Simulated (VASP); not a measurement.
## Hf: single point with r2SCAN

Crystal: Hf.

```
Hf
1.0
     0.00000    2.13120    2.30880
     2.13120    0.00000    2.30880
     2.13120    2.13120    0.00000
Hf
1
Direct
  0.00000 0.00000 0.00000
```

This cell differs from its parent crystal: strain -0.040 along x and y, +0.040 along z.

```
Program             : VASP 6.6.1
Task                : single point
Functional          : r2SCAN
Potentials or basis : VASP PAW PBE potentials, release 64 (Hf_pv)
Cutoff              : 520 eV
k mesh              : 18 × 18 × 18
Occupations         : gaussian, width 0.15 eV
Spin                : no spin polarisation
```

```
Pressure               : 7.2 GPa
Band gap on the k mesh : zero (bands 5 and 6 overlap by 1.84 eV)
```

Stress tensor (GPa, compression positive):
```
8.68 0.00 0.00
0.00 8.68 0.00
0.00 0.00 4.13
```

Levels at points of the mesh, in eV from the Fermi level:
```csv
k point,band 3,band 4,band 5,band 6,band 7,band 8
"(0.00, 0.00, 0.00)",-30.85,-7.75,1.02,2.04,2.04,4.03
"(0.50, 0.00, 0.00)",-30.93,-3.90,0.64,0.89,1.99,6.86
"(0.50, 0.50, 0.00)",-31.14,-3.69,-2.22,1.91,7.34,7.78
"(0.50, 0.00, 0.50)",-31.17,-3.57,-2.44,3.34,7.01,7.16
```

It took 5 min on 1 thread of Intel Xeon 8259CL, on a shared host, peak memory 0.24 GiB.

Caveat: the cell differs from its parent crystal (strain -0.040 along x and y, +0.040 along z); the cell stands under pressure; the PAW data sets were made with another functional, which shifts forces and pressure a little; spin-orbit coupling is left out, which moves the levels of the heavy elements.
